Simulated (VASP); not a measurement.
A run of VASP 6.6.1 is set up as follows.

File INCAR:

```
SYSTEM = ZrGaH3
  PREC = Accurate
  ENCUT = 520
  EDIFF = 1E-7
  ISMEAR = 0
  SIGMA = 0.1
  LREAL = .False.
  LASPH = .True.
  NELM = 60
  ALGO = Normal
  ISIF = 2
  LWAVE = .False.
  LCHARG = .True.
  GGA = PE
  LELF = .True.
  LVHAR = .True.
  NBANDS = 22
```

File KPOINTS:

```
regular mesh
0
Gamma
  6 6 4
  0 0 0
```

POSCAR

```
ZrGaH3
1.0
    3.9049416271      0.0000000000      0.0000000000
   -1.9524708136      3.3817786494      0.0000000000
    0.0000000000      0.0000000000      5.7501987534
Zr Ga H
1 1 3
Direct
    0.0000000000      0.0000000000      0.5000000000
    0.0000000000      0.0000000000      0.0000000000
    0.5000000000      0.0000000000      0.5000000000
    0.0000000000      0.5000000000      0.5000000000
    0.5000000000      0.5000000000      0.5000000000
```

Potentials or basis: VASP PAW PBE potentials, release 64 (Zr_sv, Ga_d, H).

Run with:

```bash
$ cat potpaw_PBE.64/Zr_sv/POTCAR potpaw_PBE.64/Ga_d/POTCAR potpaw_PBE.64/H/POTCAR > POTCAR
$ mpirun -np 1 vasp_std > vasp.out
```

Q: Estimate the band gap on the k mesh.

A: Zero (band 14 reaches 3.54 eV, above the bottom of band 15 at 2.02 eV).

Q: Estimate the pressure.

A: -0.1 GPa.

Stress tensor (GPa, compression positive):
```
-0.05  0.00  0.00
 0.00 -0.05  0.00
 0.00  0.00 -0.18
```
